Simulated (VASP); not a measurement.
# SnO2 (Fm-3m) in VASP: notebook, part 2 of 3

VASP 6.6.1. The steps go on from the part before.

## (4) Relaxation of cell and atoms, LDA

This run uses another cell than the first one, of 11.34 Å³/atom, 1.156 times its volume.

INCAR

```
PREC = Accurate ; ENCUT = 600
EDIFF = 1E-6 ; ISMEAR = -1
SIGMA = 0.02 ; LREAL = F
LASPH = T ; NELM = 100
ALGO = Normal ; ISIF = 3
LWAVE = F ; LCHARG = F
GGA = CA ; IBRION = 2
NSW = 80 ; EDIFFG = -0.005
```

KPOINTS

```
regular mesh
0
Gamma
  8 8 8
```

POSCAR

```
SnO2
1.0
    0.0000000000      2.5720474467      2.5720474467
    2.5720474467      0.0000000000      2.5720474467
    2.5720474467      2.5720474467      0.0000000000
Sn O
1 2
Direct
    0.0000000000      0.0000000000      0.0000000000
    0.2500000000      0.2500000000      0.2500000000
    0.7500000000      0.7500000000      0.7500000000
```

Potentials or basis: VASP PAW LDA potentials, release 64 (Sn_d, O).

Command:

```sh
$ cat potpaw_LDA.64/Sn_d/POTCAR potpaw_LDA.64/O/POTCAR > POTCAR
$ mpirun -np 1 vasp_std > vasp.out
```

OUTCAR:

```text
PREC = Accurate
   ENCUT = 600
   EDIFF = 1E-6
   ISMEAR = -1
   LREAL = F
   LASPH = T
   NELM = 100
   ISIF = 3
   GGA = CA
   IBRION = 2
   NSW = 80
   EDIFFG = -0.005

 ion  position               nearest neighbor table
   1  0.000  0.000  0.000-   3 2.23   3 2.23   3 2.23   2 2.23   3 2.23   2 2.23   2 2.23   2 2.23

   2  0.250  0.250  0.250-   1 2.23   1 2.23   1 2.23   1 2.23
   3  0.750  0.750  0.750-   1 2.23   1 2.23   1 2.23   1 2.23

  LATTYP: Found a face centered cubic cell.
 ALAT       =     5.1440948934

  Lattice vectors:

 A1 = (   0.0000000000,   2.5720474467,   2.5720474467)
 A2 = (   2.5720474467,   0.0000000000,   2.5720474467)
 A3 = (   2.5720474467,   2.5720474467,   0.0000000000)

Analysis of symmetry for initial positions (statically):
=====================================================================
 Subroutine PRICEL returns:
 Original cell was already a primitive cell.

 Routine SETGRP: Setting up the symmetry group for a
 face centered cubic supercell.

 Subroutine GETGRP returns: Found 48 space group operations
 (whereof 48 operations were pure point group operations)
 out of a pool of 48 trial point group operations.

The static configuration has the point symmetry O_h .

Analysis of symmetry for dynamics (positions and initial velocities):
=====================================================================
 Subroutine PRICEL returns:
 Original cell was already a primitive cell.

 Routine SETGRP: Setting up the symmetry group for a
 face centered cubic supercell.

 Subroutine GETGRP returns: Found 48 space group operations
 (whereof 48 operations were pure point group operations)
 out of a pool of 48 trial point group operations.

The dynamic configuration has the point symmetry O_h .

 Subroutine INISYM returns: Found 48 space group operations
 (whereof 48 operations are pure point group operations),
 and found     1 'primitive' translations

[... 118 lines left out ...]
  Fermi-wavevector in a.u.,A,eV,Ry     =   1.496616  2.828194 30.475127  2.239859
  Thomas-Fermi vector in A             =   2.608609
   LORBIT       =      0    0 simple, 1 ext, 2 COOP (PROOUT), +10 PAW based schemes
   GGA     = CA    functional components
   LHFCALC =     F    Hartree Fock is set to
   AEXX    =    0.0000 exact exchange contribution
   IVDW    =     0    specifies the selected vdW correction
   LEPSILON=     F    determine dielectric tensor
   LRPA    =     F    only Hartree local field effects (RPA)
 conjugate gradient relaxation of ions
 non-spin polarized calculation
  energy-cutoff  :      600.00
  volume of cell :       34.03
 maximum number of plane-waves:      1158
 NGX is ok and might be reduce to    30
   NGX = 15   NGY = 15   NGZ = 15

--------------------------------------- Ionic step        1  -------------------------------------------

 number of electron      25.9999996 magnetization

 Free energy of the ion-electron system (eV)
  ---------------------------------------------------
  ext. energy  EPLUGINS =         0.00000000
  ---------------------------------------------------
  free energy    TOTEN  =       -20.44856820 eV

  energy without entropy =      -20.44829172  energy(sigma->0) =      -20.44842996

------------------------ aborting loop because EDIFF is reached ----------------------------------------

  FORCE on cell =-STRESS in cart. coord.  units (eV):
  Direction    XX          YY          ZZ          XY          YZ          ZX
  --------------------------------------------------------------------------------------
  -------------------------------------------------------------------------------------
  Total       -2.3933432     -2.3933432     -2.3933432      0.0000000     -0.0000000     -0.0000000
  in kB     -112.6804652   -112.6804652   -112.6804652      0.0000000     -0.0000000     -0.0000000
  external PRESSURE =    -112.6804652 kB  Pullay stress =       0.0000000 kB
[... 172 lines left out ...]
--------------------------------------- Ionic step        6  -------------------------------------------

 number of electron      25.9999999 magnetization

 Free energy of the ion-electron system (eV)
  ---------------------------------------------------
  ext. energy  EPLUGINS =         0.00000000
  ---------------------------------------------------
  free energy    TOTEN  =       -20.52054342 eV

  energy without entropy =      -20.52054270  energy(sigma->0) =      -20.52054306

 E-fermi :   8.1309     XC(G=0): -12.5087

 val. band max:        7.9386568964   @ k =  -0.2500   0.5000   0.2500
 cond. band min:       8.2840515623   @ k =   0.0000   0.0000   0.0000
 fundamental gap:      0.3453946658
 Fermi energy:         8.1308869419

 k-point     1 :       0.0000    0.0000    0.0000
  band No.  band energies     occupation
      1     -12.5103      2.00000
      2     -12.5103      2.00000
      3     -12.5103      2.00000
      4     -12.3262      2.00000
      5     -12.3262      2.00000
      6     -11.7313      2.00000
[... 457 lines left out ...]
      4     -12.3505      2.00000
      5     -12.2986      2.00000
      6      -8.9908      2.00000
[... 9 lines left out ...]
     16      17.9151      0.00000
     17      18.9729      0.00000

 [... further k-points ...]
[... 5 lines left out ...]
  --------------------------------------------------------------------------------------
  -------------------------------------------------------------------------------------
  Total        0.0010389      0.0010389      0.0010389      0.0000000      0.0000000     -0.0000000
  in kB        0.0518538      0.0518538      0.0518538      0.0000000      0.0000000     -0.0000000
  external PRESSURE =       0.0518538 kB  Pullay stress =       0.0000000 kB
[... 18 lines left out ...]
  FREE ENERGIE OF THE ION-ELECTRON SYSTEM (eV)
  ---------------------------------------------------
  free  energy   TOTEN  =       -20.5205434210 eV

  energy  without entropy=      -20.5205426970  energy(sigma->0) =      -20.52054306

 reached required accuracy - stopping structural energy minimisation
```

Run time: 34 s. Hardware: 1 thread of Intel Xeon 6975P-C (Granite Rapids), shared host; peak memory 0.16 GiB.

What came out:

* Free energy: -20.5205 eV
* Relaxed volume: 10.70 Å³/atom
* Relaxed cell: a = 3.567 Å, b = 3.567 Å, c = 3.567 Å, α = 60.00°, β = 60.00°, γ = 60.00°
* Space group after relaxing (to 0.05 Å): Fm-3m (No. 225)
* Energy gained by relaxing: 24.0 meV/atom
* Ionic steps: 6
* Pressure after relaxing: 0.0 GPa
* Band gap on the k mesh: 0.35 eV, indirect (least direct gap 1.80 eV)

Step by step:
```tsv
step	energy change (eV)	largest force (eV/Å)	pressure (GPa)	volume (Å³)
1	0.0000	0.0000	-11.27	34.03
2	0.0123	0.0000	15.47	30.25
3	-0.0720	0.0000	-0.20	32.12
4	-0.0720	0.0000	0.13	32.09
5	-0.0720	0.0000	-0.20	32.12
6	-0.0720	0.0000	0.01	32.10
```

Final structure:
```
CELL_PARAMETERS angstrom
0.00000 2.52248 2.52248
2.52248 0.00000 2.52248
2.52248 2.52248 0.00000
ATOMIC_POSITIONS crystal
Sn 0.00000 0.00000 0.00000
O 0.25000 0.25000 0.25000
O 0.75000 0.75000 0.75000
```

Caveat: spin-orbit coupling is left out, which moves the levels of the heavy elements. A k mesh can miss the band edges.

## (5) Single point, r2SCAN

This run uses another cell than the first one, of 10.84 Å³/atom, 1.104 times its volume.

POSCAR

```
SnO2
1.0
    0.0000000000      2.5334667554      2.5334667554
    2.5334667554      0.0000000000      2.5334667554
    2.5334667554      2.5334667554      0.0000000000
Sn O
1 2
Direct
    0.0000000000      0.0000000000      0.0000000000
    0.2500000000      0.2500000000      0.2500000000
    0.7500000000      0.7500000000      0.7500000000
```

INCAR.step1

```
SYSTEM = SnO2
  PREC = Accurate
  ENCUT = 910
  ISMEAR = -1
  SIGMA = 0.02
  LREAL = .False.
  LASPH = .True.
  NELM = 120
  NBANDS = 20
  GGA = PE
  ALGO = Normal
  EDIFF = 1E-5
  LWAVE = .True.
  LCHARG = .False.
  GGA_COMPAT = .False.
```

INCAR.step2

```
SYSTEM = SnO2
  PREC = Accurate
  ENCUT = 910
  EDIFF = 1E-6
  ISMEAR = -1
  SIGMA = 0.02
  LREAL = .False.
  LASPH = .True.
  NELM = 120
  ALGO = Normal
  ISIF = 2
  LWAVE = .False.
  LCHARG = .False.
  METAGGA = R2SCAN
  LMIXTAU = .True.
  NBANDS = 20
  ISTART = 1
  GGA_COMPAT = .False.
```

KPOINTS

```
regular mesh
0
Gamma
  8 8 8
  0 0 0
```

Potentials or basis: VASP PAW PBE potentials, release 64 (Sn_d, O_h).

Command:

```sh
$ cat potpaw_PBE.64/Sn_d/POTCAR potpaw_PBE.64/O_h/POTCAR > POTCAR
$ cp INCAR.step1 INCAR
$ mpirun -np 1 vasp_std > vasp.out
$ cp INCAR.step2 INCAR
$ mpirun -np 1 vasp_std > vasp.out
```

OUTCAR:

```text
SYSTEM = SnO2
   PREC = Accurate
   ENCUT = 910
   EDIFF = 1E-6
   ISMEAR = -1
   LREAL = .False.
   LASPH = .True.
   NELM = 120
   ISIF = 2
   METAGGA = R2SCAN
   ISTART = 1

 ion  position               nearest neighbor table
   1  0.000  0.000  0.000-   3 2.19   3 2.19   3 2.19   2 2.19   3 2.19   2 2.19   2 2.19   2 2.19

   2  0.250  0.250  0.250-   1 2.19   1 2.19   1 2.19   1 2.19
   3  0.750  0.750  0.750-   1 2.19   1 2.19   1 2.19   1 2.19

  LATTYP: Found a face centered cubic cell.
 ALAT       =     5.0669335108

  Lattice vectors:

 A1 = (   0.0000000000,   2.5334667554,   2.5334667554)
 A2 = (   2.5334667554,   0.0000000000,   2.5334667554)
 A3 = (   2.5334667554,   2.5334667554,   0.0000000000)

Analysis of symmetry for initial positions (statically):
=====================================================================
 Subroutine PRICEL returns:
 Original cell was already a primitive cell.

 Routine SETGRP: Setting up the symmetry group for a
 face centered cubic supercell.

 Subroutine GETGRP returns: Found 48 space group operations
 (whereof 48 operations were pure point group operations)
 out of a pool of 48 trial point group operations.

The static configuration has the point symmetry O_h .

Analysis of symmetry for dynamics (positions and initial velocities):
=====================================================================
 Subroutine PRICEL returns:
 Original cell was already a primitive cell.

 Routine SETGRP: Setting up the symmetry group for a
 face centered cubic supercell.

 Subroutine GETGRP returns: Found 48 space group operations
 (whereof 48 operations were pure point group operations)
 out of a pool of 48 trial point group operations.

The dynamic configuration has the point symmetry O_h .

 Subroutine INISYM returns: Found 48 space group operations
 (whereof 48 operations are pure point group operations),
 and found     1 'primitive' translations

----------------------------------------------------------------------------------------

                                     Primitive cell

  volume of cell :      32.5219

  direct lattice vectors                    reciprocal lattice vectors
     0.000000000  2.533466755  2.533466755    -0.197358027  0.197358027  0.197358027
     2.533466755  0.000000000  2.533466755     0.197358027 -0.197358027  0.197358027
     2.533466755  2.533466755  0.000000000     0.197358027  0.197358027 -0.197358027

  length of vectors
     3.582863045  3.582863045  3.582863045     0.341834130  0.341834130  0.341834130

  position of ions in fractional coordinates (direct lattice)
     0.000000000  0.000000000  0.000000000
     0.250000000  0.250000000  0.250000000
     0.750000000  0.750000000  0.750000000

  ion indices of the primitive-cell ions
   primitive index   ion index
                 1           1
                 2           2
                 3           3

----------------------------------------------------------------------------------------

 KPOINTS: regular mesh

Automatic generation of k-mesh.
 Grid dimensions read from file:
 generate k-points for:    8    8    8

 Generating k-lattice:

  Cartesian coordinates                     Fractional coordinates (reciprocal lattice)
    -0.024669753  0.024669753  0.024669753     0.125000000  0.000000000  0.000000000
     0.024669753 -0.024669753  0.024669753     0.000000000  0.125000000  0.000000000
     0.024669753  0.024669753 -0.024669753     0.000000000  0.000000000  0.125000000

  Length of vectors
     0.042729266  0.042729266  0.042729266

  Shift w.r.t. Gamma in fractional coordinates (k-lattice)
     0.000000000  0.000000000  0.000000000

 Subroutine IBZKPT returns following result:
 ===========================================

 Found     29 irreducible k-points:

 Following reciprocal coordinates:
            Coordinates               Weight
  0.000000  0.000000  0.000000      1.000000
  0.125000  0.000000  0.000000      8.000000
  0.250000  0.000000  0.000000      8.000000
  0.375000  0.000000  0.000000      8.000000
  0.500000  0.000000  0.000000      4.000000
  0.125000  0.125000  0.000000      6.000000
[... 16 lines left out ...]
  0.500000  0.250000  0.125000     48.000000
 -0.375000  0.250000  0.125000     24.000000
 [... further k-points ...]
   k-points           NKPTS =     29   k-points in BZ     NKDIM =     29   number of bands    NBANDS=     20
   number of dos      NEDOS =    301   number of ions     NIONS =      3
   total plane-waves  NPLWV =  46656
   dimension x,y,z NGX =    36 NGY =   36 NGZ =   36
   dimension x,y,z NGXF=    72 NGYF=   72 NGZF=   72
   ions per type =               1   2
   NGX,Y,Z   is equivalent  to a cutoff of  16.70, 16.70, 16.70 a.u.
   NGXF,Y,Z  is equivalent  to a cutoff of  33.41, 33.41, 33.41 a.u.
 SYSTEM =  SnO2
   PREC   = accura    normal or accurate (medium, high low for compatibility)
   ISTART =      1    job   : 0-new  1-cont  2-samecut
   ICHARG =      0    charge: 1-file 2-atom 10-const
   ISPIN  =      1    spin polarized calculation?
   LNONCOLLINEAR =      F non collinear calculations
   LSORBIT =      F    spin-orbit coupling
   LASPH  =      T    aspherical Exc in radial PAW
   ENCUT  =  910.0 eV  66.88 Ry    8.18 a.u.   8.81  8.81  8.81*2*pi/ulx,y,z
   NELM   =    120;   NELMIN=  2; NELMDL=  0     # of ELM steps
   EDIFF  = 0.1E-05   stopping-criterion for ELM
   LREAL  =      F    real-space projection
   EDIFFG = 0.1E-04   stopping-criterion for IOM
   NSW    =      0    number of steps for IOM
   IBRION =     -1    ionic relax: 0-MD 1-quasi-New 2-CG
   NFREE  =      0    steps in history (QN), initial steepest desc. (CG)
   ISIF   =      2    stress and relaxation
   ISYM   =      2    0-nonsym 1-usesym 2-fastsym
   POTIM  = 0.5000    time-step for ionic-motion
   TEBEG  =    0.0;   TEEND  =   0.0 temperature during run
   PSTRESS=    0.0 pullay stress
   NELECT =      26.0000    total number of electrons
   NUPDOWN=      -1.0000    fix difference up-down
   EMIN   =  10.00;   EMAX   =-10.00  energy-range for DOS
   EFERMI =   0.00;   METHOD = LEGACY
   ISMEAR =    -1;   SIGMA  =   0.02  broadening in eV -4-tet -1-fermi 0-gaus
   EFERMI_NEDOS =   21; number of points for ismear=-14 and -15
   IALGO  =     38    algorithm
   IMIX   =      4    mixing-type and parameters
     AMIX     =   0.40;   BMIX     =  1.00
     AMIX_MAG =   1.60;   BMIX_MAG =  1.00
  volume/ion in A,a.u.               =      10.84        73.16
  Fermi-wavevector in a.u.,A,eV,Ry     =   1.519407  2.871263 31.410370  2.308597
  Thomas-Fermi vector in A             =   2.628397
   LORBIT       =      0    0 simple, 1 ext, 2 COOP (PROOUT), +10 PAW based schemes
   METAGGA = R2SCAN    functional components
   LHFCALC =     F    Hartree Fock is set to
   AEXX    =    0.0000 exact exchange contribution
   IVDW    =     0    specifies the selected vdW correction
   LEPSILON=     F    determine dielectric tensor
   LRPA    =     F    only Hartree local field effects (RPA)
 non-spin polarized calculation
  energy-cutoff  :      910.00
  volume of cell :       32.52
 maximum number of plane-waves:      2085
   NGX = 17   NGY = 17   NGZ = 17

 number of electron      26.0000001 magnetization

 Free energy of the ion-electron system (eV)
  ---------------------------------------------------
  ext. energy  EPLUGINS =         0.00000000
  ---------------------------------------------------
  free energy    TOTEN  =       -41.50362071 eV

  energy without entropy =      -41.50362071  energy(sigma->0) =      -41.50362071

 E-fermi :   8.6771     XC(G=0): -12.7719

 val. band max:        8.1751903356   @ k =  -0.2500   0.5000   0.2500
 cond. band min:       9.0352079071   @ k =   0.0000   0.0000   0.0000
 fundamental gap:      0.8600175715
 Fermi energy:         8.6771026723

 k-point     1 :       0.0000    0.0000    0.0000
  band No.  band energies     occupation
      1     -12.9730      2.00000
      2     -12.9730      2.00000
      3     -12.9730      2.00000
      4     -12.7851      2.00000
      5     -12.7851      2.00000
      6     -12.5137      2.00000
[... 12 lines left out ...]
     19      24.4453      0.00000
     20      24.4453      0.00000

 k-point     2 :       0.1250    0.0000    0.0000
  band No.  band energies     occupation
      1     -13.0629      2.00000
      2     -12.9603      2.00000
      3     -12.9603      2.00000
      4     -12.7856      2.00000
      5     -12.7856      2.00000
      6     -12.3424      2.00000
[... 498 lines left out ...]
 k-point    24 :      -0.3750    0.2500    0.1250
  band No.  band energies     occupation
      1     -13.4741      2.00000
      2     -13.1499      2.00000
      3     -12.8635      2.00000
      4     -12.8077      2.00000
      5     -12.7641      2.00000
      6      -9.9551      2.00000
[... 12 lines left out ...]
     19      24.9529      0.00000
     20      28.7041      0.00000

 [... further k-points ...]
[... 5 lines left out ...]
  --------------------------------------------------------------------------------------
  -------------------------------------------------------------------------------------
  Total        0.2038974      0.2038974      0.2038974      0.0000000      0.0000000     -0.0000000
  in kB       10.0449259     10.0449259     10.0449259      0.0000000      0.0000000     -0.0000000
  external PRESSURE =      10.0449259 kB  Pullay stress =       0.0000000 kB

 VOLUME and BASIS-vectors are now :
 -----------------------------------------------------------------------------
  energy-cutoff  :      910.00
  volume of cell :       32.52
      direct lattice vectors                 reciprocal lattice vectors
     0.000000000  2.533466755  2.533466755    -0.197358027  0.197358027  0.197358027
     2.533466755  0.000000000  2.533466755     0.197358027 -0.197358027  0.197358027
     2.533466755  2.533466755  0.000000000     0.197358027  0.197358027 -0.197358027

 POSITION                                       TOTAL-FORCE (eV/Angst)
 -----------------------------------------------------------------------------------
      0.00000      0.00000      0.00000         0.000000     -0.000000      0.000000
      1.26673      1.26673      1.26673        -0.000000     -0.000000     -0.000000
      3.80020      3.80020      3.80020         0.000000      0.000000      0.000000
 -----------------------------------------------------------------------------------
    total drift:                                0.000000      0.000000      0.000000

  FREE ENERGIE OF THE ION-ELECTRON SYSTEM (eV)
  ---------------------------------------------------
  free  energy   TOTEN  =       -41.5036207061 eV

  energy  without entropy=      -41.5036207060  energy(sigma->0) =      -41.50362071
```

Wall time 2.8 min (1 thread of Intel Xeon Platinum 8175M at 2.50GHz (Skylake/Cascade Lake), shared host); peak memory 0.24 GiB.

What came out:

| Property | Result |
| --- | --- |
| Free energy | -41.5036 eV |
| Pressure | 1.0 GPa |
| Band gap on the k mesh | 0.86 eV, indirect (least direct gap 2.29 eV) |

Caveat: the cutoff is under 1.25 times the usual one of these potentials, so pressure, stress and relaxed cells hold a basis-set (Pulay) error; the PAW data sets were made with another functional, which shifts forces and pressure a little; spin-orbit coupling is left out, which moves the levels of the heavy elements.

(Continued in part 3 of 3.)
